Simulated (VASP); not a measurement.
## LaCd15Se16 (a cell with a defect): electric field gradients with PBE

LaCd15Se16 (a cell with a defect):

```
La Cd Se
1.0
     8.60000    0.00000    0.00000
    -4.30000    7.44782    0.00000
     0.00000    0.00000   14.04000
La Cd Se
1 15 16
Direct
  0.16667 0.33333 0.00000
  0.16667 0.33333 0.50000
  0.16667 0.83333 0.00000
  0.16667 0.83333 0.50000
  0.66667 0.33333 0.00000
  0.66667 0.33333 0.50000
  0.66667 0.83333 0.00000
  0.66667 0.83333 0.50000
  0.33333 0.16667 0.25000
  0.33333 0.16667 0.75000
  0.33333 0.66667 0.25000
  0.33333 0.66667 0.75000
  0.83333 0.16667 0.25000
  0.83333 0.16667 0.75000
  0.83333 0.66667 0.25000
  0.83333 0.66667 0.75000
  0.16667 0.33333 0.19250
  0.16667 0.33333 0.69250
  0.16667 0.83333 0.19250
  0.16667 0.83333 0.69250
  0.66667 0.33333 0.19250
  0.66667 0.33333 0.69250
  0.66667 0.83333 0.19250
  0.66667 0.83333 0.69250
  0.33333 0.16667 0.44250
  0.33333 0.16667 0.94250
  0.33333 0.66667 0.44250
  0.33333 0.66667 0.94250
  0.83333 0.16667 0.44250
  0.83333 0.16667 0.94250
  0.83333 0.66667 0.44250
  0.83333 0.66667 0.94250
```

```json
{
  "Program": "VASP 6.6.1",
  "Task": "electric field gradients",
  "Functional": "PBE",
  "Potentials or basis": "VASP PAW PBE potentials, release 64 (La, Cd, Se)",
  "Cutoff": "520 eV",
  "k mesh": "3 × 3 × 2",
  "Occupations": "fermi-dirac, width 0.01 eV",
  "Spin": "no spin polarisation",
  "Dipole correction": "no",
  "Charge": "1",
  "Further INCAR settings": "LREAL = Auto; ALGO = Normal; EDIFF = 1e-08; NBANDS = 166; NELECT = 286.0"
}
```

```json
{"Largest force": "2.418 eV/Å", "Largest electric field gradient by atom": "La +27.0; Cd +44.0, -20.1, +37.6, +21.5, +57.6, +25.6, +41.0 (each value once); Se -160.1, -5.8, +11.1, -15.8, +5.6, -157.8, -1.6, -43.8 (each value once) V/Å²"}
```

Forces in eV/Å, atoms in the order of the input:
```
La   0.000  0.000  0.780
Cd   0.000  0.000  0.144
Cd  -0.097 -0.056  0.462
Cd  -0.015 -0.009  0.222
Cd   0.000  0.112  0.462
Cd   0.000  0.017  0.222
Cd   0.097 -0.056  0.462
Cd   0.015 -0.009  0.222
Cd   0.174 -0.100  0.533
Cd   0.092 -0.053 -0.064
Cd   0.000  0.201  0.533
Cd   0.000  0.106 -0.064
Cd  -0.174 -0.100  0.533
Cd  -0.092 -0.053 -0.064
Cd   0.000  0.000  0.416
Cd   0.000  0.000  0.133
Se   0.000  0.000  1.230
Se   0.000  0.000 -0.025
Se   0.006  0.004 -0.451
Se   0.019  0.011 -0.148
Se   0.000 -0.007 -0.451
Se   0.000 -0.022 -0.148
Se  -0.006  0.004 -0.451
Se  -0.019  0.011 -0.148
Se  -0.024  0.014 -0.344
Se   1.943 -1.122 -0.901
Se   0.000 -0.027 -0.344
Se   0.000  2.244 -0.901
Se   0.024  0.014 -0.344
Se  -1.943 -1.122 -0.901
Se   0.000  0.000 -0.320
Se   0.000  0.000 -0.281
```

Levels at points of the mesh, in eV from the Fermi level:
```
           k point  band 139  band 140  band 141  band 142  band 143  band 144  band 145  band 146  band 147  band 148
(0.00, 0.00, 0.00)     -0.62     -0.62     -0.45     -0.25     -0.25      0.51      1.84      2.01      2.06      2.06
(0.00, 0.00, 0.50)     -0.82     -0.57     -0.57     -0.26     -0.26      1.36      1.44      1.88      2.05      2.05
```

Electric field gradients, principal values (V/Å²):
```tsv
atom	least	middle	greatest (by size)
1 La	-13.507	-13.509	27.016
2 Cd	-21.983	-21.987	43.970
3 Cd	1.200	18.884	-20.083
4 Cd	-18.174	-19.447	37.621
5 Cd	1.200	18.884	-20.083
6 Cd	-18.174	-19.447	37.621
7 Cd	1.202	18.884	-20.086
8 Cd	-18.171	-19.450	37.621
9 Cd	-2.217	-19.300	21.517
10 Cd	-28.339	-29.259	57.599
11 Cd	-2.214	-19.303	21.517
12 Cd	-28.336	-29.262	57.599
13 Cd	-2.214	-19.303	21.517
14 Cd	-28.336	-29.262	57.599
15 Cd	-12.779	-12.783	25.562
16 Cd	-20.494	-20.497	40.991
17 Se	80.047	80.048	-160.095
18 Se	2.925	2.925	-5.850
19 Se	-1.633	-9.425	11.059
20 Se	2.824	12.997	-15.822
21 Se	-1.633	-9.425	11.059
22 Se	2.824	12.997	-15.822
23 Se	-1.633	-9.425	11.058
24 Se	2.825	12.996	-15.822
25 Se	-1.379	-4.226	5.605
26 Se	62.610	95.191	-157.800
27 Se	-1.380	-4.225	5.605
28 Se	62.609	95.191	-157.801
29 Se	-1.380	-4.225	5.605
30 Se	62.609	95.191	-157.801
31 Se	0.793	0.793	-1.586
32 Se	21.886	21.887	-43.773
```

Run time: 2.5 min on 1 × NVIDIA H100 80GB with 1 thread of AMD EPYC 7R13 Processor (Zen 3), with other jobs on the host, peak memory 2 GiB.

Caveat: the cell carries a net charge on a neutralising background, which shifts energy and pressure; the cell is charged against a uniform background, so pressure and absolute levels hang on convention; without QUAD_EFG the Cq values of the log hold for a quadrupole moment of 1 mb, not for the nuclei; spin-orbit coupling is left out, which moves the levels of the heavy elements.
